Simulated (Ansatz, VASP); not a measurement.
# InPd in VASP and in Ansatz

```
In Pd
1.0
     3.27188    0.00000    0.00000
     0.00000    3.27188    0.00000
     0.00000    0.00000    3.27188
In Pd
1 1
Direct
  0.00000 0.00000 0.00000
  0.50000 0.50000 0.50000
```

Alike in both runs: functional PBE; k mesh 8 × 8 × 8; occupations fermi-dirac, width 0.05 eV; non-collinear spin, spin-orbit coupling.

|  | VASP | Ansatz |
| --- | --- | --- |
| version | VASP 6.6.1 | Ansatz 0.2.0 |
| potentials or method | VASP PAW PBE potentials, release 64 (In_d, Pd) | Ansatz PAW |
| plane-wave cutoff (eV) | 520 | 420 |
| valence electrons in the cell | 23 | 31 |
| task | single point | band structure |

Ansatz gave:

| Property | Result |
| --- | --- |
| pressure (GPa) | 3.5 |
| net moment per atom (μB) | 0.00 |

Task: Estimate VASP's values.

Result: Pressure (GPa): 3.6; net moment per atom (μB): 0.00.

VASP's potentials hold 23 valence electrons a cell and Ansatz's 31, so a difference there can come from the potentials and not from the codes.
